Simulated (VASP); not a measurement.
**Ti3Al: single point with PBEsol**

The system is Ti3Al.

```xyz
4
Lattice="2.9217 0.0000 0.0000 -1.4608 2.5303 0.0000 0.0000 0.0000 8.9751" Properties=species:S:1:pos:R:3 pbc="T T T"
Ti    1.4608    0.8434    0.0000
Ti    0.0000    1.6868    6.8892
Ti    0.0000    1.6868    2.0859
Al    1.4608    0.8434    4.4876
```

This cell differs from its parent crystal: atoms shifted along a free coordinate, c/a of the conventional cell at fixed volume 3.0719.

| Quantity | Value |
| --- | --- |
| Program | VASP 6.6.1 |
| Task | single point |
| Functional | PBEsol |
| Potentials or basis | VASP PAW PBE potentials, release 64 (Ti_sv, Al) |
| Cutoff | 520 eV |
| k mesh | 15 × 15 × 6 |
| Occupations | gaussian, width 0.15 eV |
| Spin | no spin polarisation |
| Dipole correction | no |
| Further INCAR settings | ALGO = Fast; EDIFF = 1e-06; NBANDS = 28 |

The pressure is 1.6 GPa. The largest force is 1.346 eV/Å and the band gap on the k mesh is zero (an odd number of electrons rules out a gap without spin polarisation).

Forces on the atoms (eV/Å):
```
Ti   0.000  0.000  0.000
Ti   0.000  0.000 -1.346
Ti   0.000  0.000  1.346
Al   0.000  0.000  0.000
```

Stress tensor (GPa, compression positive):
```
0.15 0.00 0.00
0.00 0.15 0.00
0.00 0.00 4.39
```

Levels at points of the mesh, in eV from the Fermi level:
```
           k point  band 18  band 19  band 20  band 21  band 22  band 23
(0.00, 0.00, 0.00)     0.61     0.61     0.65     0.65     1.24     1.24
(0.00, 0.00, 0.50)     0.61     0.61     0.64     0.64     1.13     1.24
```

Run time: 8.9 min on 1 thread of Intel(R) Xeon(R) Platinum 8488C (Sapphire Rapids) (shared host), peak memory 0.3 GiB.

Caveat: the PAW data sets were made with another functional, which shifts forces and pressure a little.
